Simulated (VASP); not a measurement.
# Fe (Im-3m) in VASP: further runs

Runs on Fe. Level: LDA. Tasks: single point.

All numbers are computed with VASP 6.6.1; they aren't measurements. Logs are shortened: lines on timing, memory, paths and dates and some standing lists are left out, and cuts for length are marked.

## (1) The cell of the first run

The structure is cubic, space group Im-3m (No. 229). The conventional cell has a = 2.886 Å, b = 2.886 Å, c = 2.886 Å, α = 90.00°, β = 90.00°, γ = 90.00°. Within 3.3 Å of Fe (site symmetry m-3m) lie 14 Fe at 2.50 to 2.89 Å.

## (2) Single point, LDA, collinear spin, ferromagnetic start

File INCAR:

```
PREC = Accurate
ENCUT = 520
EDIFF = 1E-6
ISMEAR = 0
SIGMA = 0.05
LREAL = F
LASPH = T
NELM = 150
ALGO = Fast
ISIF = 2
LWAVE = F
LCHARG = F
ISPIN = 2
MAGMOM = 2.5
LORBIT = 11
LMAXMIX = 4
NBANDS = 14
```

File KPOINTS:

```
Automatic mesh
0
Gamma
  22 22 22
```

File POSCAR:

```
Fe
1.0
   -1.4430000000      1.4430000000      1.4430000000
    1.4430000000     -1.4430000000      1.4430000000
    1.4430000000      1.4430000000     -1.4430000000
Fe
1
Direct
    0.0000000000      0.0000000000      0.0000000000
```

Potentials or basis: VASP PAW LDA potentials, release 64 (Fe).

Started as:

```sh
$ cat potpaw_LDA.64/Fe/POTCAR > POTCAR
$ mpirun -np 1 vasp_std > vasp.out
```

OUTCAR:

```text
PREC = Accurate
   ENCUT = 520
   EDIFF = 1E-6
   ISMEAR = 0
   LREAL = F
   LASPH = T
   NELM = 150
   ISIF = 2
   ISPIN = 2
   LORBIT = 11

 ion  position               nearest neighbor table
   1  0.000  0.000  0.000-

  LATTYP: Found a body centered cubic cell.
 ALAT       =     2.8860000000

  Lattice vectors:

 A1 = (  -1.4430000000,   1.4430000000,   1.4430000000)
 A2 = (   1.4430000000,  -1.4430000000,   1.4430000000)
 A3 = (   1.4430000000,   1.4430000000,  -1.4430000000)

Analysis of symmetry for initial positions (statically):
=====================================================================
 Subroutine PRICEL returns:
 Original cell was already a primitive cell.

 Routine SETGRP: Setting up the symmetry group for a
 body centered cubic supercell.

 Subroutine GETGRP returns: Found 48 space group operations
 (whereof 48 operations were pure point group operations)
 out of a pool of 48 trial point group operations.

The static configuration has the point symmetry O_h .

Analysis of symmetry for dynamics (positions and initial velocities):
=====================================================================
 Subroutine PRICEL returns:
 Original cell was already a primitive cell.

 Routine SETGRP: Setting up the symmetry group for a
 body centered cubic supercell.

 Subroutine GETGRP returns: Found 48 space group operations
 (whereof 48 operations were pure point group operations)
 out of a pool of 48 trial point group operations.

The dynamic configuration has the point symmetry O_h .

Analysis of structural, dynamic, and magnetic symmetry:
=====================================================================
 Subroutine PRICEL returns:
 Original cell was already a primitive cell.

 Routine SETGRP: Setting up the symmetry group for a
 body centered cubic supercell.

 Subroutine GETGRP returns: Found 48 space group operations
 (whereof 48 operations were pure point group operations)
 out of a pool of 48 trial point group operations.

The overall configuration has the point symmetry O_h .

 Subroutine INISYM returns: Found 48 space group operations
 (whereof 48 operations are pure point group operations),
 and found     1 'primitive' translations

----------------------------------------------------------------------------------------

                                     Primitive cell

  volume of cell :      12.0187

  direct lattice vectors                    reciprocal lattice vectors
    -1.443000000  1.443000000  1.443000000     0.000000000  0.346500347  0.346500347
     1.443000000 -1.443000000  1.443000000     0.346500347  0.000000000  0.346500347
     1.443000000  1.443000000 -1.443000000     0.346500347  0.346500347  0.000000000

  length of vectors
     2.499349315  2.499349315  2.499349315     0.490025489  0.490025489  0.490025489

  position of ions in fractional coordinates (direct lattice)
     0.000000000  0.000000000  0.000000000

  ion indices of the primitive-cell ions
   primitive index   ion index
                 1           1

----------------------------------------------------------------------------------------

 KPOINTS: Automatic mesh

Automatic generation of k-mesh.
 Grid dimensions read from file:
 generate k-points for:   22   22   22

 Generating k-lattice:

  Cartesian coordinates                     Fractional coordinates (reciprocal lattice)
     0.000000000  0.015750016  0.015750016     0.045454545  0.000000000  0.000000000
     0.015750016  0.000000000  0.015750016     0.000000000  0.045454545  0.000000000
     0.015750016  0.015750016  0.000000000     0.000000000  0.000000000  0.045454545

  Length of vectors
     0.022273886  0.022273886  0.022273886

  Shift w.r.t. Gamma in fractional coordinates (k-lattice)
     0.000000000  0.000000000  0.000000000

 Subroutine IBZKPT returns following result:
 ===========================================

 Found    328 irreducible k-points:

 Following reciprocal coordinates:
            Coordinates               Weight
  0.000000  0.000000  0.000000      1.000000
  0.045455  0.000000  0.000000     12.000000
  0.090909  0.000000  0.000000     12.000000
  0.136364  0.000000  0.000000     12.000000
  0.181818  0.000000  0.000000     12.000000
  0.227273  0.000000  0.000000     12.000000
[... 16 lines left out ...]
  0.090909  0.090909  0.000000     24.000000
  0.136364  0.090909  0.000000     48.000000
 [... further k-points ...]
   k-points           NKPTS =    328   k-points in BZ     NKDIM =    328   number of bands    NBANDS=     14
   number of dos      NEDOS =    301   number of ions     NIONS =      1
   total plane-waves  NPLWV =   8000
   dimension x,y,z NGX =    20 NGY =   20 NGZ =   20
   dimension x,y,z NGXF=    40 NGYF=   40 NGZF=   40
   ions per type =               1
   NGX,Y,Z   is equivalent  to a cutoff of  13.30, 13.30, 13.30 a.u.
   NGXF,Y,Z  is equivalent  to a cutoff of  26.61, 26.61, 26.61 a.u.
 SYSTEM =  unknown system
   PREC   = accura    normal or accurate (medium, high low for compatibility)
   ISTART =      0    job   : 0-new  1-cont  2-samecut
   ICHARG =      2    charge: 1-file 2-atom 10-const
   ISPIN  =      2    spin polarized calculation?
   LNONCOLLINEAR =      F non collinear calculations
   LSORBIT =      F    spin-orbit coupling
   LASPH  =      T    aspherical Exc in radial PAW
   ENCUT  =  520.0 eV  38.22 Ry    6.18 a.u.   4.65  4.65  4.65*2*pi/ulx,y,z
   NELM   =    150;   NELMIN=  2; NELMDL= -5     # of ELM steps
   EDIFF  = 0.1E-05   stopping-criterion for ELM
   LREAL  =      F    real-space projection
   EDIFFG = 0.1E-04   stopping-criterion for IOM
   NSW    =      0    number of steps for IOM
   IBRION =     -1    ionic relax: 0-MD 1-quasi-New 2-CG
   NFREE  =      0    steps in history (QN), initial steepest desc. (CG)
   ISIF   =      2    stress and relaxation
   ISYM   =      2    0-nonsym 1-usesym 2-fastsym
   POTIM  = 0.5000    time-step for ionic-motion
   TEBEG  =    0.0;   TEEND  =   0.0 temperature during run
   PSTRESS=    0.0 pullay stress
   NELECT =       8.0000    total number of electrons
   NUPDOWN=      -1.0000    fix difference up-down
   EMIN   =  10.00;   EMAX   =-10.00  energy-range for DOS
   EFERMI =   0.00;   METHOD = LEGACY
   ISMEAR =     0;   SIGMA  =   0.05  broadening in eV -4-tet -1-fermi 0-gaus
   EFERMI_NEDOS =   21; number of points for ismear=-14 and -15
   IALGO  =     68    algorithm
   IMIX   =      4    mixing-type and parameters
     AMIX     =   0.40;   BMIX     =  1.00
     AMIX_MAG =   1.60;   BMIX_MAG =  1.00
  volume/ion in A,a.u.               =      12.02        81.11
  Fermi-wavevector in a.u.,A,eV,Ry     =   1.429394  2.701162 27.798962  2.043166
  Thomas-Fermi vector in A             =   2.549352
   LORBIT       =     11    0 simple, 1 ext, 2 COOP (PROOUT), +10 PAW based schemes
   GGA     = CA    functional components
   LHFCALC =     F    Hartree Fock is set to
   AEXX    =    0.0000 exact exchange contribution
   IVDW    =     0    specifies the selected vdW correction
   LEPSILON=     F    determine dielectric tensor
   LRPA    =     F    only Hartree local field effects (RPA)
 spin polarized calculation
 RMM-DIIS sequential band-by-band and
 Gauss-broadening in eV      SIGMA  =   0.05
  energy-cutoff  :      520.00
  volume of cell :       12.02
 maximum number of plane-waves:       336
   NGX =  9   NGY =  9   NGZ =  9

 number of electron       7.9999995 magnetization       2.2107930

 Free energy of the ion-electron system (eV)
  ---------------------------------------------------
  ext. energy  EPLUGINS =         0.00000000
  ---------------------------------------------------
  free energy    TOTEN  =        -9.06982178 eV

  energy without entropy =       -9.06837069  energy(sigma->0) =       -9.06909624

 E-fermi :   5.0853     XC(G=0): -13.1017

 val. band max:        5.0833697172   @ k =  -0.4091   0.4545   0.3636
 cond. band min:       5.0898614502   @ k =   0.5000   0.5000   0.4545
 fundamental gap:      0.0064917330
 Fermi energy:         5.0852542550

 spin component 1

 k-point     1 :       0.0000    0.0000    0.0000
  band No.  band energies     occupation
      1      -3.0934      1.00000
      2       2.9277      1.00000
      3       2.9277      1.00000
      4       2.9277      1.00000
      5       4.1674      1.00000
      6       4.1674      1.00000
      7      29.4270      0.00000
      8      29.4270      0.00000
      9      29.4270      0.00000
     10      34.2085      0.00000
     11      34.2085      0.00000
     12      36.1999      0.00000
     13      36.2206      0.00000
     14      36.2211      0.00000
[... 375 lines left out ...]
 k-point    24 :       0.1364    0.0909    0.0000
  band No.  band energies     occupation
      1      -1.6252      1.00000
      2       2.6258      1.00000
      3       2.7256      1.00000
      4       3.7435      1.00000
      5       3.9166      1.00000
      6       4.2442      1.00000
      7      23.4182      0.00000
      8      25.0414      0.00000
      9      28.6109      0.00000
     10      29.6537      0.00000
     11      32.9598      0.00000
     12      34.1475      0.00000
     13      37.9821      0.00000
     14      38.3178      0.00000

 [... further k-points ...]

 spin component 2

 k-point     1 :       0.0000    0.0000    0.0000
  band No.  band energies     occupation
      1      -2.7213      1.00000
      2       4.7450      1.00000
      3       4.7450      1.00000
      4       4.7451      1.00000
      5       6.4629      0.00000
      6       6.4629      0.00000
      7      29.5702      0.00000
      8      29.5702      0.00000
      9      29.5702      0.00000
     10      34.6646      0.00000
     11      34.6646      0.00000
     12      37.1218      0.00000
     13      37.1228      0.00000
     14      37.1228      0.00000
[... 375 lines left out ...]
 k-point    24 :       0.1364    0.0909    0.0000
  band No.  band energies     occupation
      1      -1.2307      1.00000
      2       4.3811      1.00000
      3       4.4853      1.00000
      4       5.6198      0.00000
      5       6.1309      0.00000
      6       6.5488      0.00000
      7      24.0531      0.00000
      8      25.6030      0.00000
      9      29.3194      0.00000
     10      29.9960      0.00000
     11      33.4684      0.00000
     12      34.7746      0.00000
     13      38.6562      0.00000
     14      38.7824      0.00000

 [... further k-points ...]

------------------------ aborting loop because EDIFF is reached ----------------------------------------

  FORCE on cell =-STRESS in cart. coord.  units (eV):
  Direction    XX          YY          ZZ          XY          YZ          ZX
  --------------------------------------------------------------------------------------
  -------------------------------------------------------------------------------------
  Total       -1.9680663     -1.9680663     -1.9680663      0.0000000      0.0000000     -0.0000000
  in kB     -262.3561974   -262.3561974   -262.3561974      0.0000000      0.0000000     -0.0000000
  external PRESSURE =    -262.3561974 kB  Pullay stress =       0.0000000 kB

 VOLUME and BASIS-vectors are now :
 -----------------------------------------------------------------------------
  energy-cutoff  :      520.00
  volume of cell :       12.02
      direct lattice vectors                 reciprocal lattice vectors
    -1.443000000  1.443000000  1.443000000     0.000000000  0.346500347  0.346500347
     1.443000000 -1.443000000  1.443000000     0.346500347  0.000000000  0.346500347
     1.443000000  1.443000000 -1.443000000     0.346500347  0.346500347  0.000000000

 POSITION                                       TOTAL-FORCE (eV/Angst)
 -----------------------------------------------------------------------------------
      0.00000      0.00000      0.00000         0.000000     -0.000000      0.000000
 -----------------------------------------------------------------------------------
    total drift:                                0.000000     -0.000000      0.000000

  FREE ENERGIE OF THE ION-ELECTRON SYSTEM (eV)
  ---------------------------------------------------
  free  energy   TOTEN  =        -9.0698217832 eV

  energy  without entropy=       -9.0683706906  energy(sigma->0) =       -9.06909624

 total charge

# of ion       s       p       d       tot
------------------------------------------
    1        0.466   0.485   6.219   7.171

 magnetization (x)

# of ion       s       p       d       tot
------------------------------------------
    1       -0.011  -0.032   2.233   2.190
```

Wall time 50 s (1 thread of Intel Xeon 6975P-C (Granite Rapids), shared host); peak memory 0.18 GiB.

What came out:

- Free energy: -9.0698 eV
- Pressure: -26.2 GPa
- Net moment: 2.21 μB per cell
- Site moments: Fe +2.19 μB
- Valence electrons inside the program's atomic spheres: Fe 7.17

Caveat: the cell stands under tension.

## (3) Single point, LDA, collinear spin, ferromagnetic start

This run uses another cell than the first one: it holds 2 atoms, not 1.

File INCAR:

```
PREC = Accurate ; ENCUT = 520
EDIFF = 1E-6 ; ISMEAR = 0
SIGMA = 0.05 ; LREAL = False
LASPH = True ; NELM = 150
ALGO = Normal ; ISIF = 2
LWAVE = False ; LCHARG = False
ISPIN = 2 ; MAGMOM = 2.5 2.5
LORBIT = 11 ; LMAXMIX = 4
GGA = CA ; NBANDS = 19
```

File KPOINTS:

```
regular mesh
0
Gamma
  16 16 16
```

File POSCAR:

```
Fe
1.0
    2.7497047900      0.0000000000      0.0000000000
    0.0000000000      2.7497047900      0.0000000000
    0.0000000000      0.0000000000      2.7497047900
Fe
2
Direct
    0.0000000000      0.0000000000      0.0000000000
    0.5000000000      0.5000000000      0.5000000000
```

Potentials or basis: VASP PAW LDA potentials, release 64 (Fe).

Started as:

```sh
$ cat potpaw_LDA.64/Fe/POTCAR > POTCAR
$ mpirun -np 1 vasp_std > vasp.out
```

OUTCAR:

```text
PREC = Accurate
   ENCUT = 520
   EDIFF = 1E-6
   ISMEAR = 0
   LREAL = False
   LASPH = True
   NELM = 150
   ISIF = 2
   ISPIN = 2
   LORBIT = 11
   GGA = CA

 ion  position               nearest neighbor table
   1  0.000  0.000  0.000-   2 2.38   2 2.38   2 2.38   2 2.38   2 2.38   2 2.38   2 2.38   2 2.38

   2  0.500  0.500  0.500-   1 2.38   1 2.38   1 2.38   1 2.38   1 2.38   1 2.38   1 2.38   1 2.38

  LATTYP: Found a simple cubic cell.
 ALAT       =     2.7497047900

  Lattice vectors:

 A1 = (   2.7497047900,   0.0000000000,   0.0000000000)
 A2 = (   0.0000000000,   2.7497047900,   0.0000000000)
[... 1298 lines left out ...]

 VOLUME and BASIS-vectors are now :
 -----------------------------------------------------------------------------
  energy-cutoff  :      520.00
  volume of cell :       20.79
      direct lattice vectors                 reciprocal lattice vectors
     2.749704790  0.000000000  0.000000000     0.363675404  0.000000000  0.000000000
     0.000000000  2.749704790  0.000000000     0.000000000  0.363675404  0.000000000
     0.000000000  0.000000000  2.749704790     0.000000000  0.000000000  0.363675404

 POSITION                                       TOTAL-FORCE (eV/Angst)
 -----------------------------------------------------------------------------------
      0.00000      0.00000      0.00000        -0.000000      0.000000     -0.000000
      1.37485      1.37485      1.37485         0.000000     -0.000000      0.000000
 -----------------------------------------------------------------------------------
    total drift:                               -0.000000      0.000000     -0.000000

  FREE ENERGIE OF THE ION-ELECTRON SYSTEM (eV)
  ---------------------------------------------------
  free  energy   TOTEN  =       -18.4489877674 eV

  energy  without entropy=      -18.4464126715  energy(sigma->0) =      -18.44770022

 total charge

# of ion       s       p       d       tot
------------------------------------------
    1        0.528   0.617   6.333   7.478
    2        0.528   0.617   6.333   7.478
--------------------------------------------------
tot          1.055   1.235  12.665  14.955

 magnetization (x)

# of ion       s       p       d       tot
------------------------------------------
    1       -0.008  -0.031   1.972   1.933
    2       -0.008  -0.031   1.972   1.933
--------------------------------------------------
tot         -0.016  -0.062   3.943   3.865
```

stdout:

```text
POSCAR found type information on POSCAR Fe
 POSCAR found :  1 types and       2 ions
 scaLAPACK will be used
 LDA part: xc-table for (Slater(with rela. corr.)+CA(PZ))
 , standard interpolation
 POSCAR, INCAR and KPOINTS ok, starting setup
 FFT: planning ... GRIDC
 FFT: planning ... GRID_SOFT
 FFT: planning ... GRID
 WAVECAR not read
 entering main loop
```

Run time: 81 s. Hardware: 1 thread of Intel Xeon Platinum 8375C at 2.90GHz (Ice Lake), shared host; peak memory 0.18 GiB.

What came out:

```
Free energy                                           : -18.4490 eV
Pressure                                              : -0.6 GPa
Net moment                                            : 3.93 μB per cell
Site moments                                          : Fe +1.93 μB
Valence electrons inside the program's atomic spheres : Fe 7.48
```

Levels at points of the mesh, in eV from the Fermi level:
Spin up:
```csv
k point,band 6,band 7,band 8,band 9,band 10,band 11,band 12,band 13,band 14,band 15
"(0.00, 0.00, 0.00)",-2.51,-0.96,-0.96,0.30,0.30,0.30,10.39,10.39,10.39,16.58
"(0.50, 0.00, 0.00)",-2.01,-2.01,-2.01,-1.14,-1.14,0.47,0.47,18.11,18.11,18.11
"(0.50, 0.50, 0.00)",-0.92,-0.73,-0.73,0.35,0.35,0.62,0.62,8.15,8.15,18.94
"(0.50, 0.50, 0.50)",-3.60,-0.69,-0.69,-0.69,-0.69,9.20,9.20,9.20,9.20,9.20
```
Spin down:
```
           k point  band 2  band 3  band 4  band 5  band 6  band 7  band 8  band 9  band 10  band 11
(0.00, 0.00, 0.00)   -3.94   -3.94   -0.92   -0.92   -0.92    1.15    1.15    2.12     2.12     2.12
(0.50, 0.00, 0.00)   -4.41   -1.51   -1.51   -0.46   -0.46   -0.46   -0.46    0.55     0.55     2.31
(0.50, 0.50, 0.00)   -4.36   -2.34   -2.34    0.73    0.73    1.06    1.06    1.44     1.44     2.46
(0.50, 0.50, 0.50)   -2.37   -2.37   -2.37   -2.37   -2.37    1.49    1.49    1.49     1.49    10.15
```
